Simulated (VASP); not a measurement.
# TaBi (zincblende type) (F-43m) in VASP: a series of runs

Runs on TaBi (zincblende type). Level: PBE. Tasks: relaxation of cell and atoms, single point.

Program: VASP 6.6.1. These are calculated values, not measurements. Logs are shortened: lines on timing, memory, paths and dates and some standing lists are left out, and cuts for length are marked.

**1. The cell of the first run**

The structure is cubic, space group F-43m (No. 216). The conventional cell has a = 4.930 Å, b = 4.930 Å, c = 4.930 Å, α = 90.00°, β = 90.00°, γ = 90.00°. Within 2.8 Å of Ta (site symmetry -43m) lie 4 Bi at 2.13 Å. Within 2.8 Å of Bi (site symmetry -43m) lie 4 Ta at 2.13 Å.

**2. Relaxation of cell and atoms, PBE, target pressure 200 GPa, at which the enthalpy is minimised**

File INCAR:

```
PREC = Accurate
ENCUT = 600
EDIFF = 1E-7
ISMEAR = -1
SIGMA = 0.1
LREAL = F
LASPH = T
NELM = 80
ALGO = Normal
ISIF = 3
LWAVE = F
LCHARG = F
GGA = PE
IBRION = 2
NSW = 60
EDIFFG = -0.005
PSTRESS = 2000.0
```

File KPOINTS:

```
regular mesh
0
Gamma
  13 13 13
```

File POSCAR:

```
TaBi
1.0
    0.0000000000      2.4647693445      2.4647693445
    2.4647693445      0.0000000000      2.4647693445
    2.4647693445      2.4647693445      0.0000000000
Ta Bi
1 1
Direct
    0.0000000000      0.0000000000      0.0000000000
    0.2500000000      0.2500000000      0.2500000000
```

Potentials or basis: VASP PAW PBE potentials, release 64 (Ta_pv, Bi_d).

On the command line:

```console
$ cat potpaw_PBE.64/Ta_pv/POTCAR potpaw_PBE.64/Bi_d/POTCAR > POTCAR
$ mpirun -np 1 vasp_std > vasp.out
```

OUTCAR:

```text
PREC = Accurate
   ENCUT = 600
   EDIFF = 1E-7
   ISMEAR = -1
   LREAL = F
   LASPH = T
   NELM = 80
   ISIF = 3
   GGA = PE
   IBRION = 2
   NSW = 60
   EDIFFG = -0.005
   PSTRESS = 2000.0

 ion  position               nearest neighbor table
   1  0.000  0.000  0.000-   2 2.13   2 2.13   2 2.13   2 2.13
   2  0.250  0.250  0.250-   1 2.13   1 2.13   1 2.13   1 2.13

  LATTYP: Found a face centered cubic cell.
 ALAT       =     4.9295386890

  Lattice vectors:

 A1 = (   0.0000000000,   2.4647693445,   2.4647693445)
 A2 = (   2.4647693445,   0.0000000000,   2.4647693445)
 A3 = (   2.4647693445,   2.4647693445,   0.0000000000)

Analysis of symmetry for initial positions (statically):
=====================================================================
 Subroutine PRICEL returns:
 Original cell was already a primitive cell.

 Routine SETGRP: Setting up the symmetry group for a
 face centered cubic supercell.

 Subroutine GETGRP returns: Found 24 space group operations
 (whereof 24 operations were pure point group operations)
 out of a pool of 48 trial point group operations.

The static configuration has the point symmetry T_d .

Analysis of symmetry for dynamics (positions and initial velocities):
=====================================================================
 Subroutine PRICEL returns:
 Original cell was already a primitive cell.

 Routine SETGRP: Setting up the symmetry group for a
 face centered cubic supercell.

 Subroutine GETGRP returns: Found 24 space group operations
 (whereof 24 operations were pure point group operations)
 out of a pool of 48 trial point group operations.

The dynamic configuration has the point symmetry T_d .

 Subroutine INISYM returns: Found 24 space group operations
 (whereof 24 operations are pure point group operations),
 and found     1 'primitive' translations

----------------------------------------------------------------------------------------

                                     Primitive cell

  volume of cell :      29.9474

  direct lattice vectors                    reciprocal lattice vectors
     0.000000000  2.464769345  2.464769345    -0.202858739  0.202858739  0.202858739
     2.464769345  0.000000000  2.464769345     0.202858739 -0.202858739  0.202858739
     2.464769345  2.464769345  0.000000000     0.202858739  0.202858739 -0.202858739

  length of vectors
     3.485710235  3.485710235  3.485710235     0.351361642  0.351361642  0.351361642

  position of ions in fractional coordinates (direct lattice)
     0.000000000  0.000000000  0.000000000
     0.250000000  0.250000000  0.250000000

  ion indices of the primitive-cell ions
   primitive index   ion index
                 1           1
                 2           2

----------------------------------------------------------------------------------------

 KPOINTS: regular mesh

Automatic generation of k-mesh.
 Grid dimensions read from file:
 generate k-points for:   13   13   13

 Generating k-lattice:

  Cartesian coordinates                     Fractional coordinates (reciprocal lattice)
    -0.015604518  0.015604518  0.015604518     0.076923077  0.000000000  0.000000000
     0.015604518 -0.015604518  0.015604518     0.000000000  0.076923077  0.000000000
     0.015604518  0.015604518 -0.015604518     0.000000000  0.000000000  0.076923077

  Length of vectors
     0.027027819  0.027027819  0.027027819

  Shift w.r.t. Gamma in fractional coordinates (k-lattice)
     0.000000000  0.000000000  0.000000000

 Subroutine IBZKPT returns following result:
 ===========================================

 Found     84 irreducible k-points:

 Following reciprocal coordinates:
            Coordinates               Weight
  0.000000  0.000000  0.000000      1.000000
  0.076923  0.000000  0.000000      8.000000
  0.153846  0.000000  0.000000      8.000000
  0.230769  0.000000  0.000000      8.000000
  0.307692  0.000000  0.000000      8.000000
  0.384615  0.000000  0.000000      8.000000
[... 16 lines left out ...]
  0.384615  0.153846  0.000000     24.000000
  0.461538  0.153846  0.000000     24.000000
 [... further k-points ...]
   k-points           NKPTS =     84   k-points in BZ     NKDIM =     84   number of bands    NBANDS=     17
   number of dos      NEDOS =    301   number of ions     NIONS =      2
   total plane-waves  NPLWV =  21952
   dimension x,y,z NGX =    28 NGY =   28 NGZ =   28
   dimension x,y,z NGXF=    56 NGYF=   56 NGZF=   56
   ions per type =               1   1
   NGX,Y,Z   is equivalent  to a cutoff of  13.35, 13.35, 13.35 a.u.
   NGXF,Y,Z  is equivalent  to a cutoff of  26.71, 26.71, 26.71 a.u.
 SYSTEM =  unknown system
   PREC   = accura    normal or accurate (medium, high low for compatibility)
   ISTART =      0    job   : 0-new  1-cont  2-samecut
   ICHARG =      2    charge: 1-file 2-atom 10-const
   ISPIN  =      1    spin polarized calculation?
   LNONCOLLINEAR =      F non collinear calculations
   LSORBIT =      F    spin-orbit coupling
   LASPH  =      T    aspherical Exc in radial PAW
   ENCUT  =  600.0 eV  44.10 Ry    6.64 a.u.   6.96  6.96  6.96*2*pi/ulx,y,z
   NELM   =     80;   NELMIN=  2; NELMDL= -5     # of ELM steps
   EDIFF  = 0.1E-06   stopping-criterion for ELM
   LREAL  =      F    real-space projection
   EDIFFG = -.5E-02   stopping-criterion for IOM
   NSW    =     60    number of steps for IOM
   IBRION =      2    ionic relax: 0-MD 1-quasi-New 2-CG
   NFREE  =      1    steps in history (QN), initial steepest desc. (CG)
   ISIF   =      3    stress and relaxation
   ISYM   =      2    0-nonsym 1-usesym 2-fastsym
   POTIM  = 0.5000    time-step for ionic-motion
   TEBEG  =    0.0;   TEEND  =   0.0 temperature during run
   PSTRESS= 2000.0 pullay stress
   NELECT =      26.0000    total number of electrons
   NUPDOWN=      -1.0000    fix difference up-down
   EMIN   =  10.00;   EMAX   =-10.00  energy-range for DOS
   EFERMI =   0.00;   METHOD = LEGACY
   ISMEAR =    -1;   SIGMA  =   0.10  broadening in eV -4-tet -1-fermi 0-gaus
   EFERMI_NEDOS =   21; number of points for ismear=-14 and -15
   IALGO  =     38    algorithm
   IMIX   =      4    mixing-type and parameters
     AMIX     =   0.40;   BMIX     =  1.00
     AMIX_MAG =   1.60;   BMIX_MAG =  1.00
  volume/ion in A,a.u.               =      14.97       101.05
  Fermi-wavevector in a.u.,A,eV,Ry     =   1.561755  2.951290 33.185694  2.439080
  Thomas-Fermi vector in A             =   2.664774
   LORBIT       =      0    0 simple, 1 ext, 2 COOP (PROOUT), +10 PAW based schemes
   GGA     = PE    functional components
   LHFCALC =     F    Hartree Fock is set to
   AEXX    =    0.0000 exact exchange contribution
   IVDW    =     0    specifies the selected vdW correction
   LEPSILON=     F    determine dielectric tensor
   LRPA    =     F    only Hartree local field effects (RPA)
 conjugate gradient relaxation of ions
 non-spin polarized calculation
  energy-cutoff  :      600.00
  volume of cell :       29.95
 maximum number of plane-waves:      1014
   NGX = 13   NGY = 13   NGZ = 13

--------------------------------------- Ionic step        1  -------------------------------------------

 number of electron      26.0000002 magnetization

 Free energy of the ion-electron system (eV)
  ---------------------------------------------------
  ext. energy  EPLUGINS =         0.00000000
  ---------------------------------------------------
  free energy    TOTEN  =         4.41627792 eV

  energy without entropy =        4.47876700  energy(sigma->0) =        4.44752246

------------------------ aborting loop because EDIFF is reached ----------------------------------------

  FORCE on cell =-STRESS in cart. coord.  units (eV):
  Direction    XX          YY          ZZ          XY          YZ          ZX
  --------------------------------------------------------------------------------------
  -------------------------------------------------------------------------------------
  Total       54.9419287     54.9419287     54.9419287     -0.0000000      0.0000000     -0.0000000
  in kB     2939.3793327   2939.3793327   2939.3793327     -0.0000000      0.0000000     -0.0000000
  external PRESSURE =     939.3793327 kB  Pullay stress =    2000.0000000 kB

 VOLUME and BASIS-vectors are now :
 -----------------------------------------------------------------------------
  energy-cutoff  :      600.00
  volume of cell :       29.95
      direct lattice vectors                 reciprocal lattice vectors
     0.000000000  2.464769345  2.464769345    -0.202858739  0.202858739  0.202858739
     2.464769345  0.000000000  2.464769345     0.202858739 -0.202858739  0.202858739
     2.464769345  2.464769345  0.000000000     0.202858739  0.202858739 -0.202858739
[... 8 lines left out ...]
  FREE ENERGIE OF THE ION-ELECTRON SYSTEM (eV)
  ---------------------------------------------------
  free  energy   TOTEN  =         4.4162779154 eV

  energy  without entropy=        4.4787669967  energy(sigma->0) =        4.44752246

  enthalpy is  TOTEN    =        41.7996316651 eV   P V=       37.3833537497

--------------------------------------- Ionic step        2  -------------------------------------------

 number of electron      26.0000012 magnetization

 E-fermi :   2.5549     XC(G=0):  -8.3376

 val. band max:        2.5520867273   @ k =  -0.3846   0.4615   0.0769
 cond. band min:       2.5601366468   @ k =   0.3077   0.0769   0.0000
 fundamental gap:      0.0080499195
 Fermi energy:         2.5548861452

 k-point     1 :       0.0000    0.0000    0.0000
  band No.  band energies     occupation
      1     -33.0470      2.00000
      2     -33.0470      2.00000
      3     -33.0470      2.00000
      4     -19.7560      2.00000
      5     -19.7560      2.00000
      6     -19.7560      2.00000
[... 9 lines left out ...]
     16       6.3159      0.00000
     17       6.3159      0.00000
[... 565 lines left out ...]
  FREE ENERGIE OF THE ION-ELECTRON SYSTEM (eV)
  ---------------------------------------------------
  free  energy   TOTEN  =        -1.3031420293 eV

  energy  without entropy=       -1.2378340337  energy(sigma->0) =       -1.27048803

  enthalpy is  TOTEN    =        40.8220077982 eV   P V=       42.1251498275

--------------------------------------- Ionic step        5  -------------------------------------------

 number of electron      25.9999998 magnetization

 Free energy of the ion-electron system (eV)
  ---------------------------------------------------
  ext. energy  EPLUGINS =         0.00000000
  ---------------------------------------------------
  free energy    TOTEN  =        -1.05641372 eV

  energy without entropy =       -0.99128315  energy(sigma->0) =       -1.02384844

 E-fermi :  12.1416     XC(G=0): -12.9400

 val. band max:       12.1368612368   @ k =   0.3846   0.3077   0.0000
 cond. band min:      12.1557696156   @ k =   0.4615   0.3846   0.0000
 fundamental gap:      0.0189083787
 Fermi energy:        12.1416407752

 k-point     1 :       0.0000    0.0000    0.0000
  band No.  band energies     occupation
      1     -23.1672      2.00000
      2     -23.1672      2.00000
      3     -23.1672      2.00000
      4     -12.3379      2.00000
      5     -12.3379      2.00000
      6     -11.8452      2.00000
[... 9 lines left out ...]
     16      20.0428      0.00000
     17      20.0428      0.00000
[... 482 lines left out ...]
 POSITION                                       TOTAL-FORCE (eV/Angst)
 -----------------------------------------------------------------------------------
      0.00000      0.00000      0.00000         0.000000     -0.000000      0.000000
      1.27990      1.27990      1.27990        -0.000000      0.000000     -0.000000
 -----------------------------------------------------------------------------------
    total drift:                                0.000000      0.000000      0.000000

  FREE ENERGIE OF THE ION-ELECTRON SYSTEM (eV)
  ---------------------------------------------------
  free  energy   TOTEN  =        -1.0564137226 eV

  energy  without entropy=       -0.9912831531  energy(sigma->0) =       -1.02384844

  enthalpy is  TOTEN    =        40.8194185500 eV   P V=       41.8758322725

 reached required accuracy - stopping structural energy minimisation
```

Run time: 2.1 min. Hardware: 1 thread of Intel Xeon 6975P-C (Granite Rapids), shared host; peak memory 0.21 GiB.

What came out:

```
Free energy                                            : -1.0564 eV
Relaxed volume                                         : 16.77 Å³/atom
Relaxed cell                                           : a = 3.620 Å, b = 3.620 Å, c = 3.620 Å, α = 60.00°, β = 60.00°, γ = 60.00°
Space group after relaxing (to 0.05 Å)                 : F-43m (No. 216)
Energy change on relaxing (the enthalpy is what falls) : -2736.3 meV/atom
Ionic steps                                            : 5
Pressure after relaxing                                : 200.0 GPa
Band gap on the k mesh                                 : zero (band 13 reaches 12.63 eV, above the bottom of band 14 at 11.96 eV)
```

The path:
```
step  energy change (eV)  largest force (eV/Å)  pressure (GPa)  volume (Å³)
   1              0.0000                0.0000          293.94        29.95
   2            -16.2477                0.0000           -8.75        86.39
   3             -8.8369                0.0000          144.13        36.71
   4             -5.7194                0.0000          195.87        33.75
   5             -5.4727                0.0000          200.02        33.55
```

Final structure:
```
Ta Bi
1.0
     0.00000    2.55979    2.55979
     2.55979    0.00000    2.55979
     2.55979    2.55979    0.00000
Ta Bi
1 1
Cartesian
  0.0000 0.0000 0.0000
  1.2799 1.2799 1.2799
```

Levels at points of the mesh, in eV from the Fermi level:
```
           k point  band 11  band 12  band 13  band 14  band 15  band 16
(0.00, 0.00, 0.00)    -4.60    -4.60     0.26     0.26     4.19     7.90
```

Caveat: the cell is relaxed towards a set pressure, so the enthalpy falls and the energy may rise; spin-orbit coupling is left out, which moves the levels of the heavy elements.

**3. Single point, PBE**

This run uses another cell than the first one, of 16.74 Å³/atom, 1.118 times its volume.

File INCAR:

```
PREC     = Accurate       # precision mode
ENCUT    = 520            # plane-wave cutoff, eV
EDIFF    = 1E-7           # SCF threshold, eV
ISMEAR   = -1             # smearing method
SIGMA    = 0.1            # smearing width, eV
LREAL    = F              # projectors in reciprocal space
LASPH    = T              # aspherical terms in the spheres
NELM     = 80             # most SCF steps
ALGO     = Normal         # electronic algorithm
ISIF     = 2              # what is computed and relaxed
LWAVE    = F              # write WAVECAR
LCHARG   = F              # write CHGCAR
GGA      = PE             # functional
NBANDS   = 20             # bands
```

File KPOINTS:

```
Automatic mesh
0
Gamma
  13 13 13
```

File POSCAR:

```
TaBi
1.0
    0.0000000000      2.5581652006      2.5581652006
    2.5581652006      0.0000000000      2.5581652006
    2.5581652006      2.5581652006      0.0000000000
Ta Bi
1 1
Direct
    0.0000000000      0.0000000000      0.0000000000
    0.2500000000      0.2500000000      0.2500000000
```

Potentials or basis: VASP PAW PBE potentials, release 64 (Ta_pv, Bi_d).

On the command line:

```console
$ cat potpaw_PBE.64/Ta_pv/POTCAR potpaw_PBE.64/Bi_d/POTCAR > POTCAR
$ mpirun -np 1 vasp_std > vasp.out
```

It took 30 s on 1 thread of AMD EPYC 9R45 (Zen 5), shared host; peak memory 0.17 GiB.

Results (log left out):

* Free energy: -0.9772 eV
* Pressure: 201.3 GPa
* Band gap on the k mesh: zero (band 13 reaches 12.66 eV, above the bottom of band 14 at 11.98 eV)

Levels at points of the mesh, in eV from the Fermi level:
```csv
k point,band 9,band 10,band 11,band 12,band 13,band 14,band 15,band 16,band 17,band 18
"(0.00, 0.00, 0.00)",-15.67,-4.60,-4.60,-4.60,0.26,0.26,4.20,7.91,7.91,7.91
```

Caveat: spin-orbit coupling is left out, which moves the levels of the heavy elements.

**4. Single point, PBE**

This run uses another cell than the first one, of 16.71 Å³/atom, 1.116 times its volume.

File INCAR:

```
  PREC = Accurate
  ENCUT = 520
  EDIFF = 1E-6
  ISMEAR = -1
  SIGMA = 0.1
  LREAL = False
  LASPH = True
  NELM = 100
  ALGO = Normal
  ISIF = 2
  LWAVE = False
  LCHARG = True
  GGA = PE
  LELF = True
  LVHAR = True
  NBANDS = 20
```

KPOINTS is that of step 3.

File POSCAR:

```
TaBi
1.0
    0.0000000000      2.5568227635      2.5568227635
    2.5568227635      0.0000000000      2.5568227635
    2.5568227635      2.5568227635      0.0000000000
Ta Bi
1 1
Direct
    0.0000000000      0.0000000000      0.0000000000
    0.2500000000      0.2500000000      0.2500000000
```

On the command line:

```console
$ cat potpaw_PBE.64/Ta_pv/POTCAR potpaw_PBE.64/Bi_d/POTCAR > POTCAR
$ mpirun -np 1 vasp_std > vasp.out
```

It took 30 s on 1 thread of AMD EPYC 9R45 (Zen 5), shared host; peak memory 0.17 GiB.

It converged, with:

| Quantity | Value |
| --- | --- |
| Free energy | -0.9107 eV |
| Pressure | 202.5 GPa |
| Band gap on the k mesh | zero (band 13 reaches 12.68 eV, above the bottom of band 14 at 12.00 eV) |

Levels at points of the mesh, in eV from the Fermi level:
```
           k point  band 9  band 10  band 11  band 12  band 13  band 14  band 15  band 16  band 17  band 18
(0.00, 0.00, 0.00)  -15.68    -4.61    -4.61    -4.61     0.26     0.26     4.21     7.91     7.91     7.91
```

Caveat: spin-orbit coupling is left out, which moves the levels of the heavy elements.

**5. The runs side by side**

```csv
task,cell,cutoff (eV),gap on the mesh (eV),pressure (GPa)
relaxation of cell and atoms,"relaxed to 200 GPa from a = 3.486 Å, angles 60.0°, 2 atoms",600,none,200.0
single point,"a = 3.618 Å, angles 60.0°, 2 atoms",520,none,201.3
single point,"a = 3.616 Å, angles 60.0°, 2 atoms",520,none,202.5
```

Alike in all rows: level PBE; potentials or basis VASP PAW PBE potentials, release 64 (Ta_pv, Bi_d); no spin polarisation; k mesh 13 × 13 × 13; smearing fermi-dirac 0.1 eV.

Caveats: spin-orbit coupling is left out, which moves the levels of the heavy elements; the cell is relaxed towards a set pressure, so the enthalpy falls and the energy may rise (some runs).

Absolute energies hang on the potentials; compare differences alone.
